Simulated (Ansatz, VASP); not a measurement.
**One calculation of C, two programs**

```
C
1.0
     2.46649    0.00000    0.00000
    -1.23324    2.13604    0.00000
     0.00000    0.00000    8.79461
C
4
Cartesian
  0.0000 0.0000 2.1987
  0.0000 0.0000 6.5960
  0.0000 1.4240 2.1987
  1.2332 0.7120 6.5960
```

Alike in both runs: functional PBE; k mesh 20 × 20 × 6; occupations gaussian, width 0.05 eV; no spin polarisation.

Ansatz relaxed the structure, and its values are those at the end. VASP's run is a single point on that final structure, the one shown.

|  | VASP | Ansatz |
| --- | --- | --- |
| version | VASP 6.6.1 | Ansatz 0.2.0 |
| potentials or method | VASP PAW PBE potentials, release 64 (C), cutoff 520 eV | scalar-relativistic, plane waves, PAW |
| valence electrons in the cell | 16 | 16 |

|  | VASP | Ansatz | Ansatz less VASP |
| --- | --- | --- | --- |
| gap on the k mesh at the Fermi level (eV) | 0.80 | 0.80 | 0.000 |
| least direct gap on the mesh (eV) | 0.80 | 0.80 | 0.000 |
| pressure (GPa) | 0.3 | 0.0 | -0.34 |

With one functional, cell and mesh, what is left measures potentials, basis and numerics.
